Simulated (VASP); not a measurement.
Write the native input for VASP 6.6.1 that does the following.

| Property | Result |
| --- | --- |
| Task | single point |
| Functional | PBE |
| Potentials or basis | VASP PAW PBE potentials, release 64 (Zn, S) |
| Cutoff | 520 eV |
| k mesh | 6 × 6 × 4 |
| Occupations | gaussian, width 0.01 eV |
| Spin | no spin polarisation |
| Dipole correction | no |
| Further INCAR settings | ALGO = Normal; EDIFF = 1e-06; NBANDS = 26 |

The structure of ZnS (Wurtzite-2H) lies in POSCAR:

```
ZnS
1.0
    3.8362391461      0.0000000000      0.0000000000
   -1.9181195731      3.3222807430      0.0000000000
    0.0000000000      0.0000000000      6.2752859714
Zn S
2 2
Direct
    0.3333333333      0.6666666667      0.0000000000
    0.6666666667      0.3333333333      0.5000000000
    0.3333333333      0.6666666667      0.3850000000
    0.6666666667      0.3333333333      0.8850000000
```

One way to write it, as run:

INCAR

```
SYSTEM = ZnS
  ALGO = Normal
  EDIFF = 1E-6
  ENCUT = 520
  GGA = PE
  ISIF = 2
  ISMEAR = 0
  LASPH = .TRUE.
  LCHARG = .FALSE.
  LREAL = .FALSE.
  LWAVE = .FALSE.
  NBANDS = 26
  NELM = 60
  PREC = Accurate
  SIGMA = 0.01
```

KPOINTS

```
k-points
0
G
  6 6 4
  0 0 0
```

Potentials or basis: VASP PAW PBE potentials, release 64 (Zn, S).

Run with:

```console
$ cat potpaw_PBE.64/Zn/POTCAR potpaw_PBE.64/S/POTCAR > POTCAR
$ mpirun -np 1 vasp_std > vasp.out
```

It gave:

```
Pressure               : 1.0 GPa
Largest force          : 0.301 eV/Å
Band gap on the k mesh : 2.16 eV, direct
```

Wall time 29 s on 1 thread of Intel(R) Xeon(R) Platinum 8559C (Emerald Rapids), on a shared host, peak memory 0.2 GiB.
